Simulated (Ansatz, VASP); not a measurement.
# YGa3As2 in VASP and in Ansatz

```xyz
6
Lattice="4.3460 0.0000 0.0000 0.0000 4.3460 0.0000 0.0000 0.0000 7.3669" Properties=species:S:1:pos:R:3 pbc="T T T"
Y     2.1730    2.1730    0.0000
Ga    0.0000    0.0000    0.0000
Ga    2.1730    2.1730    3.6834
Ga    0.0000    0.0000    3.6834
As    2.1730    0.0000    5.1755
As    0.0000    2.1730    2.1914
```

Alike in both runs: functional PBE; k mesh 4 × 4 × 4; occupations gaussian, width 0.1 eV; no spin polarisation.

Ansatz relaxed the structure, and its values are those at the end. VASP's run is a single point on that final structure, the one shown.

|  | VASP | Ansatz |
| --- | --- | --- |
| version | VASP 6.6.1 | Ansatz 0.2.0 |
| potentials or method | VASP PAW PBE potentials, release 64 (Y_sv, Ga_d, As), cutoff 520 eV | scalar-relativistic, plane waves, PAW |
| valence electrons in the cell | 60 | 80 |

|  | VASP | Ansatz | Ansatz less VASP |
| --- | --- | --- | --- |
| gap on the k mesh at the Fermi level (eV) | none | none | - |
| pressure (GPa) | 0.3 | 0.1 | -0.11 |
| rms of the force components (eV/Å) | 0.019 | 0.011 | -0.0078 |

A gap of «none» marks a metal or a gap that the smearing closes. The functional is the same, so the differences come from potentials, cutoffs and numerics. VASP's potentials hold 60 valence electrons a cell and Ansatz's 80, so a difference there can come from the potentials and not from the codes.

The k mesh is coarse, so the values compare programs but aren't converged.
